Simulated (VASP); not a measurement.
# ZnS (P3m1) in VASP: further runs

Runs on ZnS. Level: PBE. Tasks: single point.

Program: VASP 6.6.1. These are calculated values, not measurements. Logs are shortened: lines on timing, memory, paths and dates and some standing lists are left out, and cuts for length are marked.

**1. The cell of the first run**

It takes space group P3m1 (No. 156, trigonal). The conventional cell has a = 3.847 Å, b = 3.847 Å, c = 12.590 Å, α = 90.00°, β = 90.00°, γ = 120.00°. Within 3.1 Å of Zn (site symmetry 3m) lie 4 S at 2.33 to 2.75 Å. Zn (site symmetry 3m) has 4 S at 1.97 to 2.39 Å within 2.6 Å. Within 3.0 Å of Zn (site symmetry 3m) lie 4 S at 2.26 to 2.42 Å. Zn (site symmetry 3m) has 4 S at 2.30 to 2.50 Å within 3.0 Å. Within 3.0 Å of S (site symmetry 3m) lie 4 Zn at 2.26 to 2.75 Å. Within 2.6 Å of S (site symmetry 3m) lie 4 Zn at 1.97 to 2.50 Å. S (site symmetry 3m) has 4 Zn at 2.39 to 2.42 Å within 3.2 Å. S (site symmetry 3m) has 4 Zn at 2.30 to 2.33 Å within 3.0 Å.

**2. Single point, PBE (mode 23 (322.4 1/cm) frozen in, largest displacement -0.300 Å)**

File INCAR:

```
SYSTEM = ZnS
PREC     = Accurate       ! precision mode
ENCUT    = 520            ! plane-wave cutoff, eV
EDIFF    = 1E-7           ! SCF threshold, eV
ISMEAR   = 0              ! smearing method
SIGMA    = 0.05           ! smearing width, eV
LREAL    = .FALSE.        ! projectors in reciprocal space
LASPH    = .TRUE.         ! aspherical terms in the spheres
NELM     = 100            ! most SCF steps
ALGO     = Normal         ! electronic algorithm
ISIF     = 2              ! what is computed and relaxed
LWAVE    = .FALSE.        ! write WAVECAR
LCHARG   = .FALSE.        ! write CHGCAR
GGA      = PE             ! functional
NBANDS   = 46             ! bands
```

File KPOINTS:

```
regular mesh
0
G
  12 12 2
  0 0 0
```

File POSCAR:

```
ZnS
1.0
    3.8467234434      0.0000000000      0.0000000000
   -1.9233617217      3.3313602233      0.0000000000
    0.0000000000      0.0000000000     12.5902250239
Zn S
4 4
Direct
    0.0000000000      0.0000000000     -0.0069734120
    0.0000000000      0.0000000000      0.5070741058
    0.3333333333      0.6666666667      0.2451922366
    0.6666666667      0.3333333333      0.7548567908
    0.0000000000      0.0000000000      0.2111177072
    0.0000000000      0.0000000000      0.6634616884
    0.3333333333      0.6666666667      0.4376334834
    0.6666666667      0.3333333333      0.9376373996
```

Potentials or basis: VASP PAW PBE potentials, release 64 (Zn, S).

On the command line:

```sh
> cat potpaw_PBE.64/Zn/POTCAR potpaw_PBE.64/S/POTCAR > POTCAR
> mpirun -np 1 vasp_std > vasp.out
```

OUTCAR:

```text
SYSTEM = ZnS
   PREC = Accurate
   ENCUT = 520
   EDIFF = 1E-7
   ISMEAR = 0
   LREAL = .FALSE.
   LASPH = .TRUE.
   NELM = 100
   ISIF = 2
   GGA = PE

 ion  position               nearest neighbor table
   1  0.000  0.000  0.993-   8 2.33   8 2.33   8 2.33   5 2.75
   2  0.000  0.000  0.507-   6 1.97   7 2.39   7 2.39   7 2.39
   3  0.333  0.667  0.245-   5 2.26   5 2.26   5 2.26   7 2.42
   4  0.667  0.333  0.755-   8 2.30   6 2.50   6 2.50   6 2.50
   5  0.000  0.000  0.211-   3 2.26   3 2.26   3 2.26   1 2.75
   6  0.000  0.000  0.663-   2 1.97   4 2.50   4 2.50   4 2.50
   7  0.333  0.667  0.438-   2 2.39   2 2.39   2 2.39   3 2.42
   8  0.667  0.333  0.938-   4 2.30   1 2.33   1 2.33   1 2.33

  LATTYP: Found a hexagonal cell.
 ALAT       =     3.8467234434
 C/A-ratio  =     3.2729737942

  Lattice vectors:

 A1 = (   3.8467234434,   0.0000000000,   0.0000000000)
 A2 = (  -1.9233617217,   3.3313602233,   0.0000000000)
 A3 = (   0.0000000000,   0.0000000000,  12.5902250239)

Analysis of symmetry for initial positions (statically):
=====================================================================
 Subroutine PRICEL returns:
 Original cell was already a primitive cell.

 Routine SETGRP: Setting up the symmetry group for a
 hexagonal supercell.

 Subroutine GETGRP returns: Found  6 space group operations
 (whereof  6 operations were pure point group operations)
 out of a pool of 24 trial point group operations.

The static configuration has the point symmetry C_3v.

Analysis of symmetry for dynamics (positions and initial velocities):
=====================================================================
 Subroutine PRICEL returns:
 Original cell was already a primitive cell.

 Routine SETGRP: Setting up the symmetry group for a
 hexagonal supercell.

 Subroutine GETGRP returns: Found  6 space group operations
 (whereof  6 operations were pure point group operations)
 out of a pool of 24 trial point group operations.

The dynamic configuration has the point symmetry C_3v.

 Subroutine INISYM returns: Found  6 space group operations
 (whereof  6 operations are pure point group operations),
 and found     1 'primitive' translations

----------------------------------------------------------------------------------------

                                     Primitive cell

  volume of cell :     161.3415

  direct lattice vectors                    reciprocal lattice vectors
     3.846723443  0.000000000  0.000000000     0.259961501  0.150088843  0.000000000
    -1.923361722  3.331360223  0.000000000     0.000000000  0.300177685  0.000000000
     0.000000000  0.000000000 12.590225024     0.000000000  0.000000000  0.079426698

  length of vectors
     3.846723443  3.846723443 12.590225024     0.300177685  0.300177685  0.079426698

  position of ions in fractional coordinates (direct lattice)
     0.000000000  0.000000000  0.993026588
     0.000000000  0.000000000  0.507074106
     0.333333333  0.666666667  0.245192237
     0.666666667  0.333333333  0.754856791
     0.000000000  0.000000000  0.211117707
     0.000000000  0.000000000  0.663461688
     0.333333333  0.666666667  0.437633483
     0.666666667  0.333333333  0.937637400

  ion indices of the primitive-cell ions
   primitive index   ion index
                 1           1
                 2           2
                 3           3
                 4           4
                 5           5
                 6           6
                 7           7
                 8           8

----------------------------------------------------------------------------------------

 KPOINTS: regular mesh

Automatic generation of k-mesh.
 Grid dimensions read from file:
 generate k-points for:   12   12    2

 Generating k-lattice:

  Cartesian coordinates                     Fractional coordinates (reciprocal lattice)
     0.021663458  0.012507404  0.000000000     0.083333333 -0.000000000  0.000000000
     0.000000000  0.025014807  0.000000000     0.000000000  0.083333333  0.000000000
     0.000000000  0.000000000  0.039713349     0.000000000  0.000000000  0.500000000

  Length of vectors
     0.025014807  0.025014807  0.039713349

  Shift w.r.t. Gamma in fractional coordinates (k-lattice)
     0.000000000  0.000000000  0.000000000

 Subroutine IBZKPT returns following result:
 ===========================================

 Found     38 irreducible k-points:

 Following reciprocal coordinates:
            Coordinates               Weight
  0.000000  0.000000  0.000000      1.000000
  0.083333  0.000000  0.000000      6.000000
  0.166667  0.000000  0.000000      6.000000
  0.250000  0.000000  0.000000      6.000000
  0.333333  0.000000  0.000000      6.000000
  0.416667 -0.000000  0.000000      6.000000
[... 16 lines left out ...]
  0.250000  0.000000  0.500000      6.000000
  0.333333  0.000000  0.500000      6.000000
 [... further k-points ...]
   k-points           NKPTS =     38   k-points in BZ     NKDIM =     38   number of bands    NBANDS=     46
   number of dos      NEDOS =    301   number of ions     NIONS =      8
   total plane-waves  NPLWV =  86400
   dimension x,y,z NGX =    30 NGY =   30 NGZ =   96
   dimension x,y,z NGXF=    60 NGYF=   60 NGZF=  192
   ions per type =               4   4
   NGX,Y,Z   is equivalent  to a cutoff of  12.97, 12.97, 12.68 a.u.
   NGXF,Y,Z  is equivalent  to a cutoff of  25.93, 25.93, 25.35 a.u.
 SYSTEM =  ZnS
   PREC   = accura    normal or accurate (medium, high low for compatibility)
   ISTART =      0    job   : 0-new  1-cont  2-samecut
   ICHARG =      2    charge: 1-file 2-atom 10-const
   ISPIN  =      1    spin polarized calculation?
   LNONCOLLINEAR =      F non collinear calculations
   LSORBIT =      F    spin-orbit coupling
   LASPH  =      T    aspherical Exc in radial PAW
   ENCUT  =  520.0 eV  38.22 Ry    6.18 a.u.   7.15  7.15 23.41*2*pi/ulx,y,z
   NELM   =    100;   NELMIN=  2; NELMDL= -5     # of ELM steps
   EDIFF  = 0.1E-06   stopping-criterion for ELM
   LREAL  =      F    real-space projection
   EDIFFG = 0.1E-05   stopping-criterion for IOM
   NSW    =      0    number of steps for IOM
   IBRION =     -1    ionic relax: 0-MD 1-quasi-New 2-CG
   NFREE  =      0    steps in history (QN), initial steepest desc. (CG)
   ISIF   =      2    stress and relaxation
   ISYM   =      2    0-nonsym 1-usesym 2-fastsym
   POTIM  = 0.5000    time-step for ionic-motion
   TEBEG  =    0.0;   TEEND  =   0.0 temperature during run
   PSTRESS=    0.0 pullay stress
   NELECT =      72.0000    total number of electrons
   NUPDOWN=      -1.0000    fix difference up-down
   EMIN   =  10.00;   EMAX   =-10.00  energy-range for DOS
   EFERMI =   0.00;   METHOD = LEGACY
   ISMEAR =     0;   SIGMA  =   0.05  broadening in eV -4-tet -1-fermi 0-gaus
   EFERMI_NEDOS =   21; number of points for ismear=-14 and -15
   IALGO  =     38    algorithm
   IMIX   =      4    mixing-type and parameters
     AMIX     =   0.40;   BMIX     =  1.00
     AMIX_MAG =   1.60;   BMIX_MAG =  1.00
  volume/ion in A,a.u.               =      20.17       136.10
  Fermi-wavevector in a.u.,A,eV,Ry     =   1.251037  2.364118 21.294406  1.565095
  Thomas-Fermi vector in A             =   2.385004
   LORBIT       =      0    0 simple, 1 ext, 2 COOP (PROOUT), +10 PAW based schemes
   GGA     = PE    functional components
   LHFCALC =     F    Hartree Fock is set to
   AEXX    =    0.0000 exact exchange contribution
   IVDW    =     0    specifies the selected vdW correction
   LEPSILON=     F    determine dielectric tensor
   LRPA    =     F    only Hartree local field effects (RPA)
 non-spin polarized calculation
 Gauss-broadening in eV      SIGMA  =   0.05
  energy-cutoff  :      520.00
  volume of cell :      161.34
 maximum number of plane-waves:      4389
 NGX is ok and might be reduce to    30
   NGX = 15   NGY = 15   NGZ = 47

 number of electron      72.0000040 magnetization

 Free energy of the ion-electron system (eV)
  ---------------------------------------------------
  ext. energy  EPLUGINS =         0.00000000
  ---------------------------------------------------
  free energy    TOTEN  =       -25.85100146 eV

  energy without entropy =      -25.85100146  energy(sigma->0) =      -25.85100146

 E-fermi :   2.8764     XC(G=0):  -9.5244

 val. band max:        2.5995224389   @ k =   0.0000   0.0000   0.0000
 cond. band min:       3.4530905985   @ k =   0.0000   0.0000   0.0000
 fundamental gap:      0.8535681596
 Fermi energy:         2.8763724192

 k-point     1 :       0.0000    0.0000    0.0000
  band No.  band energies     occupation
      1     -11.8233      2.00000
      2     -10.8502      2.00000
      3     -10.7351      2.00000
      4      -9.4355      2.00000
      5      -5.2235      2.00000
      6      -5.2235      2.00000
[... 38 lines left out ...]
     45       8.4950      0.00000
     46       8.4950      0.00000

 k-point     2 :       0.0833    0.0000    0.0000
  band No.  band energies     occupation
      1     -11.7851      2.00000
      2     -10.8122      2.00000
      3     -10.6973      2.00000
      4      -9.4071      2.00000
      5      -5.2236      2.00000
      6      -5.2101      2.00000
[... 38 lines left out ...]
     45       8.3491      0.00000
     46       8.6629      0.00000

 k-point     3 :       0.1667    0.0000    0.0000
  band No.  band energies     occupation
      1     -11.6776      2.00000
      2     -10.7063      2.00000
      3     -10.5893      2.00000
      4      -9.3286      2.00000
      5      -5.2202      2.00000
      6      -5.1731      2.00000
[... 38 lines left out ...]
     45       8.3729      0.00000
     46       8.7940      0.00000

 k-point     4 :       0.2500    0.0000    0.0000
  band No.  band energies     occupation
      1     -11.5224      2.00000
      2     -10.5574      2.00000
      3     -10.4288      2.00000
      4      -9.2194      2.00000
      5      -5.2047      2.00000
      6      -5.1221      2.00000
[... 920 lines left out ...]
     45       8.5419      0.00000
     46       8.7937      0.00000

 k-point    23 :       0.2500    0.0000    0.5000
  band No.  band energies     occupation
      1     -11.5216      2.00000
      2     -10.5759      2.00000
      3     -10.4089      2.00000
      4      -9.2215      2.00000
      5      -5.2046      2.00000
      6      -5.1221      2.00000
[... 38 lines left out ...]
     45       8.9204      0.00000
     46       8.9550      0.00000

 k-point    24 :       0.3333    0.0000    0.5000
  band No.  band energies     occupation
      1     -11.3559      2.00000
      2     -10.4104      2.00000
      3     -10.2423      2.00000
      4      -9.1092      2.00000
      5      -5.1735      2.00000
      6      -5.0715      2.00000
[... 38 lines left out ...]
     45       9.0013      0.00000
     46       9.4271      0.00000

 [... further k-points ...]

------------------------ aborting loop because EDIFF is reached ----------------------------------------

  FORCE on cell =-STRESS in cart. coord.  units (eV):
  Direction    XX          YY          ZZ          XY          YZ          ZX
  --------------------------------------------------------------------------------------
  -------------------------------------------------------------------------------------
  Total        0.9100655      0.9100655      7.0203712     -0.0000000      0.0000000      0.0000000
  in kB        9.0372681      9.0372681     69.7147389     -0.0000000      0.0000000      0.0000000
  external PRESSURE =      29.2630917 kB  Pullay stress =       0.0000000 kB

 VOLUME and BASIS-vectors are now :
 -----------------------------------------------------------------------------
  energy-cutoff  :      520.00
  volume of cell :      161.34
      direct lattice vectors                 reciprocal lattice vectors
     3.846723443  0.000000000  0.000000000     0.259961501  0.150088843  0.000000000
    -1.923361722  3.331360223  0.000000000     0.000000000  0.300177685  0.000000000
     0.000000000  0.000000000 12.590225024     0.000000000  0.000000000  0.079426698

 POSITION                                       TOTAL-FORCE (eV/Angst)
 -----------------------------------------------------------------------------------
      0.00000      0.00000     12.50243         0.000000      0.000000      1.168204
      0.00000      0.00000      6.38418         0.000000     -0.000000     -5.086804
     -0.00000      2.22091      3.08703        -0.000000      0.000000      1.089101
      1.92336      1.11045      9.50382        -0.000000      0.000000     -1.686083
      0.00000      0.00000      2.65802         0.000000     -0.000000     -2.235180
      0.00000      0.00000      8.35313         0.000000     -0.000000      6.713850
     -0.00000      2.22091      5.50990        -0.000000     -0.000000     -0.017314
      1.92336      1.11045     11.80507         0.000000     -0.000000      0.054227
 -----------------------------------------------------------------------------------
    total drift:                               -0.000002     -0.000000      0.000512

  FREE ENERGIE OF THE ION-ELECTRON SYSTEM (eV)
  ---------------------------------------------------
  free  energy   TOTEN  =       -25.8510014557 eV

  energy  without entropy=      -25.8510014557  energy(sigma->0) =      -25.85100146
```

Wall time 7 min (1 thread of Intel Xeon Platinum 8488C (Sapphire Rapids), shared host); peak memory 0.4 GiB.

What came out:

```
Free energy            : -25.8510 eV
Pressure               : 2.9 GPa
Largest force          : 6.714 eV/Å
Band gap on the k mesh : 0.85 eV, direct
```

Forces on the atoms (eV/Å):
```
Zn   0.000  0.000  1.168
Zn   0.000  0.000 -5.087
Zn   0.000  0.000  1.089
Zn   0.000  0.000 -1.686
S    0.000  0.000 -2.235
S    0.000  0.000  6.714
S    0.000  0.000 -0.017
S    0.000  0.000  0.054
```

Stress tensor (GPa, compression positive):
```
0.90 0.00 0.00
0.00 0.90 0.00
0.00 0.00 6.97
```

Levels at points of the mesh, in eV from the valence-band top:
```
           k point  band 34  band 35  band 36  band 37  band 38  band 39
(0.00, 0.00, 0.00)    -0.46     0.00     0.00     0.85     2.04     2.78
(0.50, 0.00, 0.00)    -1.84    -1.24    -0.79     1.88     2.42     2.84
(0.00, 0.00, 0.50)    -1.00    -0.01    -0.01     1.27     2.28     2.52
(0.50, 0.00, 0.50)    -2.02    -1.42    -0.81     2.08     2.73     2.99
```

Caveat: the cell differs from its parent crystal (mode 23 (322.4 1/cm) frozen in, largest displacement -0.300 Å); forces of over 1 eV/Å act on the atoms, so gaps and moduli don't describe the material at rest. A k mesh can miss the band edges.

**3. Single point, PBE (mode 23 (322.4 1/cm) frozen in, largest displacement +0.225 Å)**

File INCAR:

```
PREC     = Accurate       # precision mode
ENCUT    = 520            # plane-wave cutoff, eV
EDIFF    = 1E-6           # SCF threshold, eV
ISMEAR   = 0              # smearing method
SIGMA    = 0.05           # smearing width, eV
LREAL    = F              # projectors in reciprocal space
LASPH    = T              # aspherical terms in the spheres
NELM     = 60             # most SCF steps
ALGO     = Normal         # electronic algorithm
ISIF     = 2              # what is computed and relaxed
LWAVE    = F              # write WAVECAR
LCHARG   = F              # write CHGCAR
GGA      = PE             # functional
NBANDS   = 46             # bands
```

File KPOINTS:

```
regular mesh
0
Gamma
  12 12 2
```

File POSCAR:

```
ZnS
1.0
    3.8467234434      0.0000000000      0.0000000000
   -1.9233617217      3.3313602233      0.0000000000
    0.0000000000      0.0000000000     12.5902250239
Zn S
4 4
Direct
    0.0000000000      0.0000000000      0.0053181660
    0.0000000000      0.0000000000      0.4947825278
    0.3333333333      0.6666666667      0.2536487215
    0.6666666667      0.3333333333      0.7464003059
    0.0000000000      0.0000000000      0.1694186908
    0.0000000000      0.0000000000      0.7051607048
    0.3333333333      0.6666666667      0.4376369101
    0.6666666667      0.3333333333      0.9376339729
```

Potentials or basis: VASP PAW PBE potentials, release 64 (Zn, S).

On the command line:

```sh
> cat potpaw_PBE.64/Zn/POTCAR potpaw_PBE.64/S/POTCAR > POTCAR
> mpirun -np 1 vasp_std > vasp.out
```

Wall time 7.3 min (1 thread of Intel Xeon Platinum 8488C (Sapphire Rapids), shared host); peak memory 0.39 GiB.

The run converged. Its results:

| Item | Value |
| --- | --- |
| Free energy | -26.5646 eV |
| Pressure | 1.6 GPa |
| Largest force | 4.257 eV/Å |
| Band gap on the k mesh | 1.24 eV, direct |

Forces on the atoms (eV/Å):
```
Zn   0.000  0.000 -3.044
Zn   0.000  0.000  1.026
Zn   0.000  0.000 -1.257
Zn   0.000  0.000  0.919
S    0.000  0.000  4.257
S    0.000  0.000 -1.916
S    0.000  0.000  0.023
S    0.000  0.000 -0.007
```

Stress tensor (GPa, compression positive):
```
0.60 0.00 0.00
0.00 0.60 0.00
0.00 0.00 3.70
```

Levels at points of the mesh, in eV from the valence-band top:
```
           k point  band 33  band 34  band 35  band 36  band 37  band 38  band 39  band 40
(0.00, 0.00, 0.00)    -0.88    -0.36     0.00     0.00     1.24     2.31     2.93     3.65
(0.50, 0.00, 0.00)    -1.95    -1.79    -1.23    -0.83     2.30     2.75     3.13     3.93
(0.00, 0.00, 0.50)    -0.83    -0.83    -0.01    -0.01     1.70     2.49     2.68     3.52
(0.50, 0.00, 0.50)    -1.96    -1.85    -1.41    -0.85     2.51     3.09     3.27     3.72
```

Caveat: the cell differs from its parent crystal (mode 23 (322.4 1/cm) frozen in, largest displacement +0.225 Å); forces of over 1 eV/Å act on the atoms, so gaps and moduli don't describe the material at rest. A k mesh can miss the band edges.

(Continued in part 2 of 2.)
